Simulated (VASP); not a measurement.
A run of VASP 6.6.1:

File INCAR:

```
SYSTEM = NaH
PREC = Accurate ; ENCUT = 520
EDIFF = 1E-8 ; ISMEAR = -1
SIGMA = 0.03 ; LREAL = .False.
LASPH = .True. ; NELM = 100
ALGO = Normal ; ISIF = 2
LWAVE = .False. ; LCHARG = .False.
GGA = PS ; LEFG = .True.
NBANDS = 11
```

KPOINTS

```
regular mesh
0
Gamma
  9 9 9
  0 0 0
```

POSCAR

```
NaH
1.0
   -0.0244000000      2.4278000000      2.4278000000
    2.4278000000     -0.0244000000      2.4278000000
    2.4278000000      2.4278000000     -0.0244000000
Na H
1 1
Direct
    0.0000000000      0.0000000000      0.0000000000
    0.5000000000      0.5000000000      0.5000000000
```

Potentials or basis: VASP PAW PBE potentials, release 64 (Na_pv, H).

The run is started by

```console
$ cat potpaw_PBE.64/Na_pv/POTCAR potpaw_PBE.64/H/POTCAR > POTCAR
$ mpirun -np 1 vasp_std > vasp.out
```

Hardware: 1 thread of AMD EPYC 7571 (shared host).

Task: Estimate the wall time of this run.

Result: It took 44 s on 1 thread of AMD EPYC 7571, on a shared host, peak memory 0.13 GiB. Counts: scf iterations 13, k points 85.
